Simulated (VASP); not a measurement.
Input of a VASP 6.6.1 run:

Contents of INCAR:

```
SYSTEM = ReSb2
  PREC = Accurate
  ENCUT = 600
  EDIFF = 1E-6
  ISMEAR = 0
  SIGMA = 0.05
  LREAL = .False.
  LASPH = .True.
  NELM = 80
  ALGO = Normal
  ISIF = 4
  LWAVE = .False.
  LCHARG = .False.
  GGA = PE
  IBRION = 2
  NSW = 60
  EDIFFG = -0.01
```

Contents of KPOINTS:

```
regular mesh
0
Gamma
  12 12 4
  0 0 0
```

File POSCAR:

```
ReSb2
1.0
    3.3052888970      0.0000000000      0.0000000000
   -1.6526444485      2.8624641516      0.0000000000
    0.0000000000      0.0000000000      9.0932903786
Re Sb
1 2
Direct
    0.0000000000      0.0000000000      0.0000000000
    0.3333333333      0.6666666667      0.2216225995
    0.6666666667      0.3333333333      0.7783774005
```

Potentials or basis: VASP PAW PBE potentials, release 64 (Re, Sb).

Command:

```console
$ cat potpaw_PBE.64/Re/POTCAR potpaw_PBE.64/Sb/POTCAR > POTCAR
$ mpirun -np 1 vasp_std > vasp.out
```

(1) Estimate the band gap on the k mesh.

Answers

(1) zero (an odd number of electrons rules out a gap without spin polarisation).

Caveat: spin-orbit coupling is left out, which moves the levels of the heavy elements; an odd number of electrons without spin polarisation forces a metal; a magnetic or distorted state may lie lower.
